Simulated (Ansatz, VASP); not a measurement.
**Two plane-wave programs on KBeCl3**

```
K Be Cl
1.0
     6.62620    0.00000    0.00000
     0.00000    6.62620    0.00000
     0.00000    0.00000    4.68420
K Be Cl
2 2 6
Cartesian
  0.0000 3.3131 2.3421
  3.3131 0.0000 2.3421
  3.3131 3.3131 0.0000
  0.0000 0.0000 0.0000
  4.9887 1.6756 0.0000
  4.9506 4.9887 0.0000
  3.3131 3.3131 2.3421
  1.6375 4.9506 0.0000
  1.6756 1.6375 0.0000
  0.0000 0.0000 2.3421
```

Alike in both runs: functional PBE; k mesh 4 × 4 × 6; occupations gaussian, width 0.02 eV; no spin polarisation.

Ansatz relaxed the structure, and its values are those at the end. VASP's run is a single point on that final structure, the one shown.

|  | VASP | Ansatz |
| --- | --- | --- |
| version | VASP 6.6.1 | Ansatz 0.2.0 |
| potentials or method | VASP PAW PBE potentials, release 64 (K_sv, Be, Cl), cutoff 520 eV | scalar-relativistic, plane waves, PAW |
| valence electrons in the cell | 64 | 64 |

```csv
,VASP,Ansatz,Ansatz less VASP
gap on the k mesh at the Fermi level (eV),2.45,2.43,-0.021
least direct gap on the mesh (eV),2.49,2.47,-0.021
pressure (GPa),-0.1,0.0,+0.04
```

The functional is the same, so the differences come from potentials, cutoffs and numerics.
